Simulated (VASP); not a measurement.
# TiSeF2 (P4/mmm) in VASP: notebook

The runs below take TiSeF2 through single point, relaxation of cell and atoms, with PBE.

Program: VASP 6.6.1. These are calculated values, not measurements. Logs are shortened: lines on timing, memory, paths and dates and some standing lists are left out, and cuts for length are marked.

## 1. The cell of the first run

The structure is tetragonal, space group P4/mmm (No. 123). The conventional cell has a = 3.921 Å, b = 3.921 Å, c = 4.936 Å, α = 90.00°, β = 90.00°, γ = 90.00°. Ti (site symmetry 4/mmm) has 4 F at 1.96 Å and 2 Se at 2.47 Å within 2.6 Å. Within 3.3 Å of Se (site symmetry 4/mmm) lie 2 Ti at 2.47 Å and 8 F at 3.15 Å. F (site symmetry mmm) has 2 Ti at 1.96 Å within 2.6 Å.

The cell was generated, and may not be a known phase.

## 2. Single point, PBE

The input, INCAR:

```
  PREC = Accurate
  ENCUT = 520
  EDIFF = 1E-6
  ISMEAR = 0
  SIGMA = 0.1
  LREAL = False
  LASPH = True
  NELM = 60
  ALGO = Normal
  ISIF = 2
  LWAVE = False
  LCHARG = False
  GGA = PE
  NBANDS = 24
```

The input, KPOINTS:

```
Automatic mesh
0
Gamma
  10 10 8
```

The input, POSCAR:

```
TiSeF2
1.0
    3.9207807403      0.0000000000      0.0000000000
    0.0000000000      3.9207807403      0.0000000000
    0.0000000000      0.0000000000      4.9363696857
Ti Se F
1 1 2
Direct
    0.0000000000      0.0000000000      0.0000000000
    0.0000000000      0.0000000000      0.5000000000
    0.5000000000      0.0000000000      0.0000000000
    0.0000000000      0.5000000000      0.0000000000
```

Potentials or basis: VASP PAW PBE potentials, release 64 (Ti_sv, Se, F).

The run is started by

```console
$ cat potpaw_PBE.64/Ti_sv/POTCAR potpaw_PBE.64/Se/POTCAR potpaw_PBE.64/F/POTCAR > POTCAR
$ mpirun -np 1 vasp_std > vasp.out
```

OUTCAR:

```text
PREC = Accurate
   ENCUT = 520
   EDIFF = 1E-6
   ISMEAR = 0
   LREAL = False
   LASPH = True
   NELM = 60
   ISIF = 2
   GGA = PE

 ion  position               nearest neighbor table
   1  0.000  0.000  0.000-   3 1.96   4 1.96   4 1.96   3 1.96   2 2.47   2 2.47
   2  0.000  0.000  0.500-   1 2.47   1 2.47
   3  0.500  0.000  0.000-   1 1.96   1 1.96
   4  0.000  0.500  0.000-   1 1.96   1 1.96

  LATTYP: Found a simple tetragonal cell.
 ALAT       =     3.9207807403
 C/A-ratio  =     1.2590272226

  Lattice vectors:

 A1 = (   3.9207807403,   0.0000000000,   0.0000000000)
 A2 = (   0.0000000000,   3.9207807403,   0.0000000000)
 A3 = (   0.0000000000,   0.0000000000,   4.9363696857)

Analysis of symmetry for initial positions (statically):
=====================================================================
 Subroutine PRICEL returns:
 Original cell was already a primitive cell.

 Routine SETGRP: Setting up the symmetry group for a
 simple tetragonal supercell.

 Subroutine GETGRP returns: Found 16 space group operations
 (whereof 16 operations were pure point group operations)
 out of a pool of 16 trial point group operations.

The static configuration has the point symmetry D_4h.

Analysis of symmetry for dynamics (positions and initial velocities):
=====================================================================
 Subroutine PRICEL returns:
 Original cell was already a primitive cell.

 Routine SETGRP: Setting up the symmetry group for a
 simple tetragonal supercell.

 Subroutine GETGRP returns: Found 16 space group operations
 (whereof 16 operations were pure point group operations)
 out of a pool of 16 trial point group operations.

The dynamic configuration has the point symmetry D_4h.

 Subroutine INISYM returns: Found 16 space group operations
 (whereof 16 operations are pure point group operations),
 and found     1 'primitive' translations

----------------------------------------------------------------------------------------

                                     Primitive cell

  volume of cell :      75.8844

  direct lattice vectors                    reciprocal lattice vectors
     3.920780740  0.000000000  0.000000000     0.255051243  0.000000000  0.000000000
     0.000000000  3.920780740  0.000000000     0.000000000  0.255051243  0.000000000
     0.000000000  0.000000000  4.936369686     0.000000000  0.000000000  0.202578021

  length of vectors
     3.920780740  3.920780740  4.936369686     0.255051243  0.255051243  0.202578021

  position of ions in fractional coordinates (direct lattice)
     0.000000000  0.000000000  0.000000000
     0.000000000  0.000000000  0.500000000
     0.500000000  0.000000000  0.000000000
     0.000000000  0.500000000  0.000000000

  ion indices of the primitive-cell ions
   primitive index   ion index
                 1           1
                 2           2
                 3           3
                 4           4

----------------------------------------------------------------------------------------

 KPOINTS: Automatic mesh

Automatic generation of k-mesh.
 Grid dimensions read from file:
 generate k-points for:   10   10    8

 Generating k-lattice:

  Cartesian coordinates                     Fractional coordinates (reciprocal lattice)
     0.025505124  0.000000000  0.000000000     0.100000000  0.000000000  0.000000000
     0.000000000  0.025505124  0.000000000     0.000000000  0.100000000  0.000000000
     0.000000000  0.000000000  0.025322253     0.000000000  0.000000000  0.125000000

  Length of vectors
     0.025505124  0.025505124  0.025322253

  Shift w.r.t. Gamma in fractional coordinates (k-lattice)
     0.000000000  0.000000000  0.000000000

 Subroutine IBZKPT returns following result:
 ===========================================

 Found    105 irreducible k-points:

 Following reciprocal coordinates:
            Coordinates               Weight
  0.000000  0.000000  0.000000      1.000000
  0.100000  0.000000  0.000000      4.000000
  0.200000  0.000000  0.000000      4.000000
  0.300000  0.000000  0.000000      4.000000
  0.400000  0.000000  0.000000      4.000000
  0.500000  0.000000  0.000000      2.000000
[... 16 lines left out ...]
  0.100000  0.000000  0.125000      8.000000
  0.200000  0.000000  0.125000      8.000000
 [... further k-points ...]
   k-points           NKPTS =    105   k-points in BZ     NKDIM =    105   number of bands    NBANDS=     24
   number of dos      NEDOS =    301   number of ions     NIONS =      4
   total plane-waves  NPLWV =  36000
   dimension x,y,z NGX =    30 NGY =   30 NGZ =   40
   dimension x,y,z NGXF=    60 NGYF=   60 NGZF=   80
   ions per type =               1   1   2
   NGX,Y,Z   is equivalent  to a cutoff of  12.72, 12.72, 13.47 a.u.
   NGXF,Y,Z  is equivalent  to a cutoff of  25.44, 25.44, 26.94 a.u.
 SYSTEM =  unknown system
   PREC   = accura    normal or accurate (medium, high low for compatibility)
   ISTART =      0    job   : 0-new  1-cont  2-samecut
   ICHARG =      2    charge: 1-file 2-atom 10-const
   ISPIN  =      1    spin polarized calculation?
   LNONCOLLINEAR =      F non collinear calculations
   LSORBIT =      F    spin-orbit coupling
   LASPH  =      T    aspherical Exc in radial PAW
   ENCUT  =  520.0 eV  38.22 Ry    6.18 a.u.   7.29  7.29  9.18*2*pi/ulx,y,z
   NELM   =     60;   NELMIN=  2; NELMDL= -5     # of ELM steps
   EDIFF  = 0.1E-05   stopping-criterion for ELM
   LREAL  =      F    real-space projection
   EDIFFG = 0.1E-04   stopping-criterion for IOM
   NSW    =      0    number of steps for IOM
   IBRION =     -1    ionic relax: 0-MD 1-quasi-New 2-CG
   NFREE  =      0    steps in history (QN), initial steepest desc. (CG)
   ISIF   =      2    stress and relaxation
   ISYM   =      2    0-nonsym 1-usesym 2-fastsym
   POTIM  = 0.5000    time-step for ionic-motion
   TEBEG  =    0.0;   TEEND  =   0.0 temperature during run
   PSTRESS=    0.0 pullay stress
   NELECT =      32.0000    total number of electrons
   NUPDOWN=      -1.0000    fix difference up-down
   EMIN   =  10.00;   EMAX   =-10.00  energy-range for DOS
   EFERMI =   0.00;   METHOD = LEGACY
   ISMEAR =     0;   SIGMA  =   0.10  broadening in eV -4-tet -1-fermi 0-gaus
   EFERMI_NEDOS =   21; number of points for ismear=-14 and -15
   IALGO  =     38    algorithm
   IMIX   =      4    mixing-type and parameters
     AMIX     =   0.40;   BMIX     =  1.00
     AMIX_MAG =   1.60;   BMIX_MAG =  1.00
  volume/ion in A,a.u.               =      18.97       128.02
  Fermi-wavevector in a.u.,A,eV,Ry     =   1.227648  2.319919 20.505610  1.507120
  Thomas-Fermi vector in A             =   2.362603
   LORBIT       =      0    0 simple, 1 ext, 2 COOP (PROOUT), +10 PAW based schemes
   GGA     = PE    functional components
   LHFCALC =     F    Hartree Fock is set to
   AEXX    =    0.0000 exact exchange contribution
   IVDW    =     0    specifies the selected vdW correction
   LEPSILON=     F    determine dielectric tensor
   LRPA    =     F    only Hartree local field effects (RPA)
 non-spin polarized calculation
 Gauss-broadening in eV      SIGMA  =   0.10
  energy-cutoff  :      520.00
  volume of cell :       75.88
 maximum number of plane-waves:      2067
 NGX is ok and might be reduce to    30

 number of electron      31.9999984 magnetization

 Free energy of the ion-electron system (eV)
  ---------------------------------------------------
  ext. energy  EPLUGINS =         0.00000000
  ---------------------------------------------------
  free energy    TOTEN  =       -24.49325154 eV

  energy without entropy =      -24.48867632  energy(sigma->0) =      -24.49096393

 E-fermi :   2.1176     XC(G=0):  -8.7442

 val. band max:        2.1105008125   @ k =   0.3000   0.0000   0.0000
 cond. band min:       2.1194026267   @ k =   0.1000   0.0000   0.0000
 fundamental gap:      0.0089018142
 Fermi energy:         2.1176406354

 k-point     1 :       0.0000    0.0000    0.0000
  band No.  band energies     occupation
      1     -56.4866      2.00000
      2     -32.8661      2.00000
      3     -32.8661      2.00000
      4     -32.4119      2.00000
      5     -22.8242      2.00000
      6     -22.5547      2.00000
[... 16 lines left out ...]
     23       9.9932      0.00000
     24      10.4758      0.00000

 k-point     2 :       0.1000    0.0000    0.0000
  band No.  band energies     occupation
      1     -56.4863      2.00000
      2     -32.8792      2.00000
      3     -32.8659      2.00000
      4     -32.4116      2.00000
      5     -22.7957      2.00000
      6     -22.5348      2.00000
[... 16 lines left out ...]
     23      10.1565      0.00000
     24      10.7099      0.00000

 k-point     3 :       0.2000    0.0000    0.0000
  band No.  band energies     occupation
      1     -56.4858      2.00000
      2     -32.9132      2.00000
      3     -32.8653      2.00000
      4     -32.4110      2.00000
      5     -22.7412      2.00000
      6     -22.4625      2.00000
[... 16 lines left out ...]
     23      10.4987      0.00000
     24      11.3777      0.00000

 k-point     4 :       0.3000    0.0000    0.0000
  band No.  band energies     occupation
      1     -56.4851      2.00000
      2     -32.9546      2.00000
      3     -32.8646      2.00000
      4     -32.4102      2.00000
      5     -22.7042      2.00000
      6     -22.3397      2.00000
[... 16 lines left out ...]
     23      10.8987      0.00000
     24      11.7512      0.00000

 k-point     5 :       0.4000    0.0000    0.0000
  band No.  band energies     occupation
      1     -56.4846      2.00000
      2     -32.9876      2.00000
      3     -32.8641      2.00000
      4     -32.4096      2.00000
      5     -22.6879      2.00000
      6     -22.2249      2.00000
[... 451 lines left out ...]
 k-point    22 :       0.0000    0.0000    0.1250
  band No.  band energies     occupation
      1     -56.4866      2.00000
      2     -32.8661      2.00000
      3     -32.8661      2.00000
      4     -32.4121      2.00000
      5     -22.8238      2.00000
      6     -22.5546      2.00000
[... 16 lines left out ...]
     23       9.9377      0.00000
     24      10.5427      0.00000

 k-point    23 :       0.1000    0.0000    0.1250
  band No.  band energies     occupation
      1     -56.4864      2.00000
      2     -32.8792      2.00000
      3     -32.8659      2.00000
      4     -32.4119      2.00000
      5     -22.7955      2.00000
      6     -22.5346      2.00000
[... 16 lines left out ...]
     23      10.0883      0.00000
     24      10.7720      0.00000

 k-point    24 :       0.2000    0.0000    0.1250
  band No.  band energies     occupation
      1     -56.4858      2.00000
      2     -32.9132      2.00000
      3     -32.8653      2.00000
      4     -32.4112      2.00000
      5     -22.7408      2.00000
      6     -22.4622      2.00000
[... 16 lines left out ...]
     23      10.3859      0.00000
     24      11.4334      0.00000

 [... further k-points ...]
[... 5 lines left out ...]
  --------------------------------------------------------------------------------------
  -------------------------------------------------------------------------------------
  Total        0.1308866      0.1308866     -0.0159819      0.0000000     -0.0000000      0.0000000
  in kB        2.7634590      2.7634590     -0.3374309      0.0000000     -0.0000000      0.0000000
  external PRESSURE =       1.7298290 kB  Pullay stress =       0.0000000 kB

 VOLUME and BASIS-vectors are now :
 -----------------------------------------------------------------------------
  energy-cutoff  :      520.00
  volume of cell :       75.88
      direct lattice vectors                 reciprocal lattice vectors
     3.920780740  0.000000000  0.000000000     0.255051243  0.000000000  0.000000000
     0.000000000  3.920780740  0.000000000     0.000000000  0.255051243  0.000000000
     0.000000000  0.000000000  4.936369686     0.000000000  0.000000000  0.202578021

 POSITION                                       TOTAL-FORCE (eV/Angst)
 -----------------------------------------------------------------------------------
      0.00000      0.00000      0.00000         0.000000      0.000000      0.000000
      0.00000      0.00000      2.46818         0.000000      0.000000      0.000000
      1.96039      0.00000      0.00000         0.000000      0.000000      0.000000
      0.00000      1.96039      0.00000         0.000000      0.000000      0.000000
 -----------------------------------------------------------------------------------
    total drift:                                0.000000      0.000000      0.000000

  FREE ENERGIE OF THE ION-ELECTRON SYSTEM (eV)
  ---------------------------------------------------
  free  energy   TOTEN  =       -24.4932515409 eV

  energy  without entropy=      -24.4886763248  energy(sigma->0) =      -24.49096393
```

It took 2.6 min on 1 thread of Intel Xeon Platinum 8488C (Sapphire Rapids), shared host; peak memory 0.31 GiB.

Results:

| Property | Result |
| --- | --- |
| Free energy | -24.4933 eV |
| Pressure | 0.2 GPa |
| Band gap on the k mesh | zero (bands 16 and 17 overlap by 0.01 eV) |

Levels at points of the mesh, in eV from the Fermi level:
| k point | band 13 | band 14 | band 15 | band 16 | band 17 | band 18 | band 19 | band 20 |
| --- | --- | --- | --- | --- | --- | --- | --- | --- |
| (0.00, 0.00, 0.00) | -5.35 | -1.28 | -0.03 | -0.03 | -0.01 | -0.01 | 0.04 | 0.97 |
| (0.50, 0.00, 0.00) | -5.82 | -1.92 | -1.45 | 0.01 | 0.18 | 0.96 | 0.98 | 1.11 |
| (0.50, 0.50, 0.00) | -4.74 | -1.69 | -1.60 | -1.60 | 1.02 | 1.02 | 1.57 | 1.59 |
| (0.00, 0.00, 0.50) | -5.35 | -4.14 | -1.38 | -1.38 | 0.05 | 1.48 | 1.83 | 1.83 |
| (0.50, 0.00, 0.50) | -5.55 | -3.97 | -1.59 | -1.23 | 0.97 | 1.59 | 1.93 | 2.21 |
| (0.50, 0.50, 0.50) | -4.74 | -3.83 | -1.29 | -1.29 | 1.59 | 1.66 | 1.66 | 4.42 |

## 3. Single point, PBE

This run uses another cell than the first one: it holds 8 atoms, not 4.

The input, INCAR:

```
SYSTEM = TiSeF2
PREC     = Accurate       ! precision mode
ENCUT    = 520            ! plane-wave cutoff, eV
EDIFF    = 1E-6           ! SCF threshold, eV
ISMEAR   = 0              ! smearing method
SIGMA    = 0.2            ! smearing width, eV
LREAL    = .False.        ! projectors in reciprocal space
LASPH    = .True.         ! aspherical terms in the spheres
NELM     = 60             ! most SCF steps
ALGO     = Normal         ! electronic algorithm
ISIF     = 2              ! what is computed and relaxed
LWAVE    = .False.        ! write WAVECAR
LCHARG   = .True.         ! write CHGCAR
GGA      = PE             ! functional
LELF     = .True.         ! ELF
LVHAR    = .True.       
NBANDS   = 42             ! bands
```

The input, KPOINTS:

```
Automatic mesh
0
Gamma
  6 4 4
  0 0 0
```

The input, POSCAR:

```
TiSeF2
1.0
   -3.9207807403      0.0000000000      0.0000000000
    0.0000000000      0.0000000000     -4.9363696857
    0.0000000000     -7.8415614805      0.0000000000
Ti Se F
2 2 4
Direct
    1.0000000000      1.0000000000      0.5000000000
    0.0000000000      0.0000000000      0.0000000000
    1.0000000000      0.5000000000      0.5000000000
    1.0000000000      0.5000000000      1.0000000000
    0.5000000000      1.0000000000      1.0000000000
    0.5000000000      1.0000000000      0.5000000000
    1.0000000000      0.0000000000      0.7500000000
    1.0000000000      0.0000000000      0.2500000000
```

Potentials or basis: VASP PAW PBE potentials, release 64 (Ti_sv, Se, F).

The run is started by

```console
$ cat potpaw_PBE.64/Ti_sv/POTCAR potpaw_PBE.64/Se/POTCAR potpaw_PBE.64/F/POTCAR > POTCAR
$ mpirun -np 1 vasp_std > vasp.out
```

Wall time 3.4 min (1 thread of Intel Xeon Platinum 8488C (Sapphire Rapids), shared host); peak memory 0.36 GiB.

Results (log left out):

| Quantity | Value |
| --- | --- |
| Free energy | -48.9260 eV |
| Pressure | 0.3 GPa |
| Band gap on the k mesh | zero (bands 32 and 33 overlap by 0.01 eV) |

Stress tensor (GPa, compression positive):
```
0.11 0.00 0.00
0.00 0.24 0.00
0.00 0.00 0.57
```

Levels at points of the mesh, in eV from the Fermi level:
```csv
k point,band 28,band 29,band 30,band 31,band 32,band 33,band 34,band 35,band 36,band 37
"(0.00, 0.00, 0.00)",-1.43,-1.27,-0.02,-0.02,0.01,0.01,0.02,0.06,0.20,0.98
"(0.50, 0.00, 0.00)",-1.67,-1.59,-1.58,-1.43,0.02,0.20,0.98,0.99,1.03,1.03
"(0.00, 0.50, 0.00)",-3.96,-1.57,-1.36,-1.36,-1.22,0.07,0.99,1.51,1.61,1.84
"(0.50, 0.50, 0.00)",-3.82,-1.58,-1.28,-1.27,-1.22,0.99,1.60,1.61,1.67,1.67
"(0.00, 0.00, 0.50)",-1.39,-1.12,-1.12,0.00,0.00,0.09,0.09,0.52,0.52,0.54
"(0.50, 0.00, 0.50)",-1.76,-1.59,-1.59,-0.82,-0.82,0.56,0.56,1.01,1.01,1.28
"(0.00, 0.50, 0.50)",-4.04,-1.37,-1.37,-1.29,-1.29,0.54,0.54,1.52,1.52,1.89
"(0.50, 0.50, 0.50)",-3.89,-1.44,-1.44,-1.14,-1.14,1.28,1.28,1.62,1.62,1.63
```

(Continued in part 2 of 2.)
